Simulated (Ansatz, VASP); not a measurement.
SnO in VASP and in Ansatz

```xyz
4
Lattice="3.8390 0.0000 0.0000 0.0000 3.8390 0.0000 0.0000 0.0000 4.9193" Properties=species:S:1:pos:R:3 pbc="T T T"
Sn    1.9195    0.0000    3.7614
Sn    0.0000    1.9195    1.1579
O     0.0000    0.0000    0.0000
O     1.9195    1.9195    0.0000
```

Alike in both runs: task single point; functional revPBE; k mesh 7 × 7 × 6; occupations fermi-dirac, width 0.05 eV; no spin polarisation.

|  | VASP | Ansatz |
| --- | --- | --- |
| version | VASP 6.6.1 | Ansatz 0.2.0 |
| potentials or method | VASP PAW PBE potentials, release 64 (Sn_d, O) | Ansatz PAW |
| plane-wave cutoff (eV) | 520 | 420 |
| valence electrons in the cell | 40 | 40 |

Ansatz gave:

- gap on the k mesh at the Fermi level (eV): 0.44
- least direct gap on the mesh (eV): 2.06
- pressure (GPa): 3.5
- traceless stress, the component that is largest in VASP (GPa): -0.53
- rms of the force components (eV/Å): 0.094

What did VASP give for the same quantities?

gap on the k mesh at the Fermi level (eV): 0.45; least direct gap on the mesh (eV): 2.03; pressure (GPa): 3.8; traceless stress, the component that is largest in VASP (GPa): -0.51; rms of the force components (eV/Å): 0.128.

VASP's potentials were made for PBE, not for revPBE. Atom by atom the forces differ by 0.034 eV/Å (rms over components).

Noted on Ansatz's run: odd divisions of the mesh miss points on the zone boundary, where band edges often lie, so the gap on the mesh can be too wide.
